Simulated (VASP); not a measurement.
# CoH (Fm-3m) in VASP: a series of runs

CoH is run at these levels: PBEsol; tasks: single point.

Program: VASP 6.6.1. These are calculated values, not measurements. Logs are shortened: lines on timing, memory, paths and dates and some standing lists are left out, and cuts for length are marked.

## 1. The cell of the first run

The structure is cubic, space group Fm-3m (No. 225). The conventional cell has a = 3.686 Å, b = 3.686 Å, c = 3.686 Å, α = 90.00°, β = 90.00°, γ = 90.00°. Co (site symmetry m-3m) has 6 H at 1.84 Å within 2.4 Å. Within 2.4 Å of H (site symmetry m-3m) lie 6 Co at 1.84 Å.

## 2. Single point, PBEsol, collinear spin, ferromagnetic start

INCAR

```
PREC     = Accurate       # precision mode
ENCUT    = 520            # plane-wave cutoff, eV
EDIFF    = 1E-6           # SCF threshold, eV
ISMEAR   = 0              # smearing method
SIGMA    = 0.15           # smearing width, eV
LREAL    = False          # projectors in reciprocal space
LASPH    = True           # aspherical terms in the spheres
NELM     = 150            # most SCF steps
ALGO     = Normal         # electronic algorithm
ISIF     = 2              # what is computed and relaxed
LWAVE    = False          # write WAVECAR
LCHARG   = False          # write CHGCAR
ISPIN    = 2              # spin polarisation
MAGMOM   = 1.28 0         # initial moments
LORBIT   = 11             # projections on sites
LMAXMIX  = 4              # l up to which the mixer works
GGA      = PS             # functional
NBANDS   = 16             # bands
```

KPOINTS

```
regular mesh
0
Gamma
  24 24 24
```

POSCAR

```
CoH
1.0
    0.0000000000      1.8429617100      1.8429617100
    1.8429617100      0.0000000000      1.8429617100
    1.8429617100      1.8429617100      0.0000000000
Co H
1 1
Direct
    0.0000000000      0.0000000000      0.0000000000
    0.5000000000      0.5000000000      0.5000000000
```

Potentials or basis: VASP PAW PBE potentials, release 64 (Co, H).

Run with:

```sh
$ cat potpaw_PBE.64/Co/POTCAR potpaw_PBE.64/H/POTCAR > POTCAR
$ mpirun -np 1 vasp_std > vasp.out
```

OUTCAR:

```text
PREC = Accurate
   ENCUT = 520
   EDIFF = 1E-6
   ISMEAR = 0
   LREAL = False
   LASPH = True
   NELM = 150
   ISIF = 2
   ISPIN = 2
   LORBIT = 11
   GGA = PS

 ion  position               nearest neighbor table
   1  0.000  0.000  0.000-   2 1.84   2 1.84   2 1.84   2 1.84   2 1.84   2 1.84
   2  0.500  0.500  0.500-   1 1.84   1 1.84   1 1.84   1 1.84   1 1.84   1 1.84

  LATTYP: Found a face centered cubic cell.
 ALAT       =     3.6859234200

  Lattice vectors:

 A1 = (   0.0000000000,   1.8429617100,   1.8429617100)
 A2 = (   1.8429617100,   0.0000000000,   1.8429617100)
 A3 = (   1.8429617100,   1.8429617100,   0.0000000000)

Analysis of symmetry for initial positions (statically):
=====================================================================
 Subroutine PRICEL returns:
 Original cell was already a primitive cell.

 Routine SETGRP: Setting up the symmetry group for a
 face centered cubic supercell.

 Subroutine GETGRP returns: Found 48 space group operations
 (whereof 48 operations were pure point group operations)
 out of a pool of 48 trial point group operations.

The static configuration has the point symmetry O_h .

Analysis of symmetry for dynamics (positions and initial velocities):
=====================================================================
 Subroutine PRICEL returns:
 Original cell was already a primitive cell.

 Routine SETGRP: Setting up the symmetry group for a
 face centered cubic supercell.

 Subroutine GETGRP returns: Found 48 space group operations
 (whereof 48 operations were pure point group operations)
 out of a pool of 48 trial point group operations.

The dynamic configuration has the point symmetry O_h .

Analysis of structural, dynamic, and magnetic symmetry:
=====================================================================
 Subroutine PRICEL returns:
 Original cell was already a primitive cell.

 Routine SETGRP: Setting up the symmetry group for a
 face centered cubic supercell.

 Subroutine GETGRP returns: Found 48 space group operations
 (whereof 48 operations were pure point group operations)
 out of a pool of 48 trial point group operations.

The overall configuration has the point symmetry O_h .

 Subroutine INISYM returns: Found 48 space group operations
 (whereof 48 operations are pure point group operations),
 and found     1 'primitive' translations

----------------------------------------------------------------------------------------

                                     Primitive cell

  volume of cell :      12.5193

  direct lattice vectors                    reciprocal lattice vectors
     0.000000000  1.842961710  1.842961710    -0.271302435  0.271302435  0.271302435
     1.842961710  0.000000000  1.842961710     0.271302435 -0.271302435  0.271302435
     1.842961710  1.842961710  0.000000000     0.271302435  0.271302435 -0.271302435

  length of vectors
     2.606341445  2.606341445  2.606341445     0.469909602  0.469909602  0.469909602

  position of ions in fractional coordinates (direct lattice)
     0.000000000  0.000000000  0.000000000
     0.500000000  0.500000000  0.500000000

  ion indices of the primitive-cell ions
   primitive index   ion index
                 1           1
                 2           2

----------------------------------------------------------------------------------------

 KPOINTS: regular mesh

Automatic generation of k-mesh.
 Grid dimensions read from file:
 generate k-points for:   24   24   24

 Generating k-lattice:

  Cartesian coordinates                     Fractional coordinates (reciprocal lattice)
    -0.011304268  0.011304268  0.011304268     0.041666667  0.000000000  0.000000000
     0.011304268 -0.011304268  0.011304268     0.000000000  0.041666667  0.000000000
     0.011304268  0.011304268 -0.011304268     0.000000000  0.000000000  0.041666667

  Length of vectors
     0.019579567  0.019579567  0.019579567

  Shift w.r.t. Gamma in fractional coordinates (k-lattice)
     0.000000000  0.000000000  0.000000000

 Subroutine IBZKPT returns following result:
 ===========================================

 Found    413 irreducible k-points:

 Following reciprocal coordinates:
            Coordinates               Weight
  0.000000  0.000000  0.000000      1.000000
  0.041667  0.000000  0.000000      8.000000
  0.083333  0.000000  0.000000      8.000000
  0.125000  0.000000  0.000000      8.000000
  0.166667  0.000000  0.000000      8.000000
  0.208333  0.000000  0.000000      8.000000
[... 16 lines left out ...]
  0.416667  0.041667  0.000000     24.000000
  0.458333  0.041667  0.000000     24.000000
 [... further k-points ...]
   k-points           NKPTS =    413   k-points in BZ     NKDIM =    413   number of bands    NBANDS=     16
   number of dos      NEDOS =    301   number of ions     NIONS =      2
   total plane-waves  NPLWV =   8000
   dimension x,y,z NGX =    20 NGY =   20 NGZ =   20
   dimension x,y,z NGXF=    40 NGYF=   40 NGZF=   40
   ions per type =               1   1
   NGX,Y,Z   is equivalent  to a cutoff of  12.76, 12.76, 12.76 a.u.
   NGXF,Y,Z  is equivalent  to a cutoff of  25.51, 25.51, 25.51 a.u.
 SYSTEM =  unknown system
   PREC   = accura    normal or accurate (medium, high low for compatibility)
   ISTART =      0    job   : 0-new  1-cont  2-samecut
   ICHARG =      2    charge: 1-file 2-atom 10-const
   ISPIN  =      2    spin polarized calculation?
   LNONCOLLINEAR =      F non collinear calculations
   LSORBIT =      F    spin-orbit coupling
   LASPH  =      T    aspherical Exc in radial PAW
   ENCUT  =  520.0 eV  38.22 Ry    6.18 a.u.   4.85  4.85  4.85*2*pi/ulx,y,z
   NELM   =    150;   NELMIN=  2; NELMDL= -5     # of ELM steps
   EDIFF  = 0.1E-05   stopping-criterion for ELM
   LREAL  =      F    real-space projection
   EDIFFG = 0.1E-04   stopping-criterion for IOM
   NSW    =      0    number of steps for IOM
   IBRION =     -1    ionic relax: 0-MD 1-quasi-New 2-CG
   NFREE  =      0    steps in history (QN), initial steepest desc. (CG)
   ISIF   =      2    stress and relaxation
   ISYM   =      2    0-nonsym 1-usesym 2-fastsym
   POTIM  = 0.5000    time-step for ionic-motion
   TEBEG  =    0.0;   TEEND  =   0.0 temperature during run
   PSTRESS=    0.0 pullay stress
   NELECT =      10.0000    total number of electrons
   NUPDOWN=      -1.0000    fix difference up-down
   EMIN   =  10.00;   EMAX   =-10.00  energy-range for DOS
   EFERMI =   0.00;   METHOD = LEGACY
   ISMEAR =     0;   SIGMA  =   0.15  broadening in eV -4-tet -1-fermi 0-gaus
   EFERMI_NEDOS =   21; number of points for ismear=-14 and -15
   IALGO  =     38    algorithm
   IMIX   =      4    mixing-type and parameters
     AMIX     =   0.40;   BMIX     =  1.00
     AMIX_MAG =   1.60;   BMIX_MAG =  1.00
  volume/ion in A,a.u.               =       6.26        42.24
  Fermi-wavevector in a.u.,A,eV,Ry     =   1.518968  2.870433 31.392214  2.307263
  Thomas-Fermi vector in A             =   2.628017
   LORBIT       =     11    0 simple, 1 ext, 2 COOP (PROOUT), +10 PAW based schemes
   GGA     = PS    functional components
   LHFCALC =     F    Hartree Fock is set to
   AEXX    =    0.0000 exact exchange contribution
   IVDW    =     0    specifies the selected vdW correction
   LEPSILON=     F    determine dielectric tensor
   LRPA    =     F    only Hartree local field effects (RPA)
 spin polarized calculation
 Gauss-broadening in eV      SIGMA  =   0.15
  energy-cutoff  :      520.00
  volume of cell :       12.52
 maximum number of plane-waves:       347
   NGX =  9   NGY =  9   NGZ =  9

 number of electron      10.0000000 magnetization       1.2800000

 number of electron       9.9999994 magnetization       1.1582723

 Free energy of the ion-electron system (eV)
  ---------------------------------------------------
  ext. energy  EPLUGINS =         0.00000000
  ---------------------------------------------------
  free energy    TOTEN  =       -11.15838031 eV

  energy without entropy =      -11.14424880  energy(sigma->0) =      -11.15131455

 E-fermi :  10.1316     XC(G=0): -13.5620

 val. band max:       10.1296939632   @ k =   0.4583   0.3750   0.0417
 cond. band min:      10.1319402791   @ k =   0.5000   0.4167   0.0833
 fundamental gap:      0.0022463158
 Fermi energy:        10.1316256576

 spin component 1

 k-point     1 :       0.0000    0.0000    0.0000
  band No.  band energies     occupation
      1      -2.3811      1.00000
      2       7.4825      1.00000
      3       7.4825      1.00000
      4       7.4825      1.00000
      5       8.5497      1.00000
      6       8.5497      1.00000
[... 8 lines left out ...]
     15      44.8501      0.00000
     16      44.8501      0.00000
[... 419 lines left out ...]
 k-point    24 :       0.4583    0.0417    0.0000
  band No.  band energies     occupation
      1       3.0301      1.00000
      2       5.1842      1.00000
      3       7.3258      1.00000
      4       7.3616      1.00000
      5       9.2090      1.00000
      6       9.2365      1.00000
[... 8 lines left out ...]
     15      47.8974      0.00000
     16      48.5293      0.00000

 [... further k-points ...]

 spin component 2

 k-point     1 :       0.0000    0.0000    0.0000
  band No.  band energies     occupation
      1      -2.3737      1.00000
      2       8.7179      1.00000
      3       8.7179      1.00000
      4       8.7179      1.00000
      5       9.6560      1.00000
      6       9.6560      1.00000
[... 8 lines left out ...]
     15      45.2641      0.00000
     16      45.2641      0.00000
[... 419 lines left out ...]
 k-point    24 :       0.4583    0.0417    0.0000
  band No.  band energies     occupation
      1       3.0590      1.00000
      2       5.8029      1.00000
      3       8.3769      1.00000
      4       8.4226      1.00000
      5      10.5134      0.00016
      6      10.5561      0.00003
[... 8 lines left out ...]
     15      48.6919      0.00000
     16      50.2559      0.00000

 [... further k-points ...]

------------------------ aborting loop because EDIFF is reached ----------------------------------------

  FORCE on cell =-STRESS in cart. coord.  units (eV):
  Direction    XX          YY          ZZ          XY          YZ          ZX
  --------------------------------------------------------------------------------------
  -------------------------------------------------------------------------------------
  Total       -0.5297051     -0.5297051     -0.5297051     -0.0000000     -0.0000000      0.0000000
  in kB      -67.7900267    -67.7900267    -67.7900267     -0.0000000     -0.0000000      0.0000000
  external PRESSURE =     -67.7900267 kB  Pullay stress =       0.0000000 kB

 VOLUME and BASIS-vectors are now :
 -----------------------------------------------------------------------------
  energy-cutoff  :      520.00
  volume of cell :       12.52
      direct lattice vectors                 reciprocal lattice vectors
     0.000000000  1.842961710  1.842961710    -0.271302435  0.271302435  0.271302435
     1.842961710  0.000000000  1.842961710     0.271302435 -0.271302435  0.271302435
     1.842961710  1.842961710  0.000000000     0.271302435  0.271302435 -0.271302435

 POSITION                                       TOTAL-FORCE (eV/Angst)
 -----------------------------------------------------------------------------------
      0.00000      0.00000      0.00000         0.000000     -0.000000     -0.000000
      1.84296      1.84296      1.84296        -0.000000      0.000000      0.000000
 -----------------------------------------------------------------------------------
    total drift:                               -0.000000     -0.000000     -0.000000

  FREE ENERGIE OF THE ION-ELECTRON SYSTEM (eV)
  ---------------------------------------------------
  free  energy   TOTEN  =       -11.1583803079 eV

  energy  without entropy=      -11.1442488015  energy(sigma->0) =      -11.15131455

 total charge

# of ion       s       p       d       tot
------------------------------------------
    1        0.402   0.546   7.433   8.381
    2        0.498   0.041   0.000   0.539
--------------------------------------------------
tot          0.901   0.587   7.433   8.921

 magnetization (x)

# of ion       s       p       d       tot
------------------------------------------
    1       -0.008  -0.019   1.215   1.188
    2       -0.007  -0.003   0.000  -0.010
--------------------------------------------------
tot         -0.015  -0.022   1.215   1.178
```

Run time: 99 s. Hardware: 1 thread of AMD EPYC 9R45 (Zen 5), shared host; peak memory 0.21 GiB.

What came out:

| Property | Result |
| --- | --- |
| Free energy | -11.1584 eV |
| Pressure | -6.8 GPa |
| Net moment | 1.16 μB per cell |
| Site moments | Co +1.19; H -0.01 μB |
| Valence electrons inside the program's atomic spheres | Co 8.38; H 0.54 |

Levels at points of the mesh, in eV from the Fermi level:
Spin up:
```
           k point  band 2  band 3  band 4  band 5  band 6  band 7  band 8  band 9  band 10  band 11
(0.00, 0.00, 0.00)   -2.65   -2.65   -2.65   -1.58   -1.58   14.98   20.57   21.09    21.09    21.09
(0.50, 0.00, 0.00)   -5.44   -2.82   -2.82   -0.88   -0.88    3.93   12.59   20.88    20.88    22.04
(0.50, 0.50, 0.00)   -4.40   -0.87   -0.69   -0.69    0.36    3.89   10.96   10.96    14.84    17.04
```
Spin down:
```
           k point  band 2  band 3  band 4  band 5  band 6  band 7
(0.00, 0.00, 0.00)   -1.41   -1.41   -1.41   -0.48   -0.48   14.97
(0.50, 0.00, 0.00)   -4.82   -1.77   -1.77    0.44    0.44    4.80
(0.50, 0.50, 0.00)   -3.40    0.28    0.39    0.74    0.74    4.73
```

Caveat: the cell stands under tension; the PAW data sets were made with another functional, which shifts forces and pressure a little.

## 3. Single point, PBEsol, collinear spin, ferromagnetic start

INCAR

```
PREC = Accurate
ENCUT = 520
EDIFF = 1E-6
ISMEAR = 0
SIGMA = 0.15
LREAL = F
LASPH = T
NELM = 150
ALGO = Normal
ISIF = 2
LWAVE = F
LCHARG = F
ISPIN = 2
MAGMOM = 1.28 0
LORBIT = 11
LMAXMIX = 4
GGA = PS
NBANDS = 16
```

KPOINTS

```
regular mesh
0
Gamma
  22 22 22
```

POSCAR is that of step 2.

Potentials or basis: VASP PAW PBE potentials, release 64 (Co, H).

Run with:

```sh
$ cat potpaw_PBE.64/Co/POTCAR potpaw_PBE.64/H/POTCAR > POTCAR
$ mpirun -np 1 vasp_std > vasp.out
```

Run time: 79 s. Hardware: 1 thread of AMD EPYC 9R45 (Zen 5), shared host; peak memory 0.18 GiB.

Results (log left out):

```
Free energy                                           : -11.1584 eV
Pressure                                              : -6.8 GPa
Net moment                                            : 1.16 μB per cell
Site moments                                          : Co +1.19; H -0.01 μB
Valence electrons inside the program's atomic spheres : Co 8.38; H 0.54
```

Levels at points of the mesh, in eV from the Fermi level:
Spin up:
| k point | band 3 | band 4 | band 5 | band 6 | band 7 | band 8 | band 9 | band 10 |
| --- | --- | --- | --- | --- | --- | --- | --- | --- |
| (0.00, 0.00, 0.00) | -2.65 | -2.65 | -1.58 | -1.58 | 14.98 | 20.57 | 21.09 | 21.09 |
| (0.50, 0.00, 0.00) | -2.82 | -2.82 | -0.88 | -0.88 | 3.93 | 12.59 | 20.88 | 20.88 |
| (0.50, 0.50, 0.00) | -0.87 | -0.69 | -0.69 | 0.36 | 3.89 | 10.96 | 10.96 | 14.84 |
Spin down:
| k point | band 2 | band 3 | band 4 | band 5 | band 6 | band 7 |
| --- | --- | --- | --- | --- | --- | --- |
| (0.00, 0.00, 0.00) | -1.42 | -1.42 | -1.42 | -0.48 | -0.48 | 14.97 |
| (0.50, 0.00, 0.00) | -4.82 | -1.77 | -1.77 | 0.44 | 0.44 | 4.80 |
| (0.50, 0.50, 0.00) | -3.40 | 0.28 | 0.39 | 0.74 | 0.74 | 4.73 |

Caveat: the cell stands under tension; the PAW data sets were made with another functional, which shifts forces and pressure a little.
